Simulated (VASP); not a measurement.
Runs of VASP 6.6.1 on Sb. The structure is that of space group Pm-3m (No. 221), or close to it. The cells are those of the table. 

| task | cell | cutoff (eV) | gap on the mesh (eV) | pressure (GPa) |
| --- | --- | --- | --- | --- |
| single point | a = 3.062 Å, 1 atom | 520 | none | 0.1 |
| relaxation of cell and atoms | relaxed from a = 3.062 Å, 1 atom | 600 | none | 0.1 |
| single point | a = 3.051 Å, 1 atom | 520 | none | (a) |
| relaxation of cell and atoms | relaxed from a = 3.210 Å, 1 atom | 600 | none | 0.0 |
| single point | a = 3.072 Å, 1 atom | 520 | none | -0.5 |

Alike in all rows: level PBEsol; potentials or basis VASP PAW PBE potentials, release 64 (Sb); no spin polarisation; k mesh 14 × 14 × 14; smearing methfessel-paxton 0.1 eV.

**Question.** Fill in the values left out.

**Answer.** (a) 0.7.

Caveats: the PAW data sets were made with another functional, which shifts forces and pressure a little; spin-orbit coupling is left out, which moves the levels of the heavy elements; the relaxation stopped at its first step, so nothing moved (some runs).

A k mesh can miss the band edges, and the runs leave out spin-orbit coupling on Sb.

A gap of «none» marks levels without a gap at the run's occupations.
